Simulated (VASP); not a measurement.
**Sb: single point with RPBE+D4**

The system is Sb.

```xyz
1
Lattice="0.0000 2.3373 2.3373 2.3373 0.0000 2.3373 2.3373 2.3373 0.0000" Properties=species:S:1:pos:R:3 pbc="T T T"
Sb    0.0000    0.0000    0.0000
```

```json
{
  "Program": "VASP 6.6.1",
  "Task": "single point",
  "Functional": "RPBE",
  "Dispersion": "D4",
  "Potentials or basis": "VASP PAW PBE potentials, release 64 (Sb)",
  "Cutoff": "520 eV",
  "k mesh": "10 × 10 × 10",
  "Occupations": "fermi-dirac, width 0.05 eV",
  "Spin": "no spin polarisation"
}
```

The pressure is -0.2 GPa. The dispersion energy per atom is -1.120 eV.

Levels at points of the mesh, in eV from the Fermi level:
| k point | band 1 | band 2 | band 3 | band 4 | band 5 | band 6 |
| --- | --- | --- | --- | --- | --- | --- |
| (0.00, 0.00, 0.00) | -13.32 | 5.78 | 5.78 | 5.78 | 10.11 | 10.11 |
| (0.50, 0.00, 0.00) | -9.25 | -6.15 | 3.94 | 3.94 | 8.52 | 9.22 |
| (0.50, 0.50, 0.00) | -7.46 | -5.20 | 0.42 | 0.42 | 4.20 | 4.56 |

Run time: 10 s on 1 thread of AMD EPYC 7R43 64-Core Processor (Zen 3) (shared host), peak memory 0.12 GiB.

Caveat: the PAW data sets were made with another functional, which shifts forces and pressure a little; spin-orbit coupling is left out, which moves the levels of the heavy elements; pairwise dispersion overbinds metals, which lowers pressure and volume.
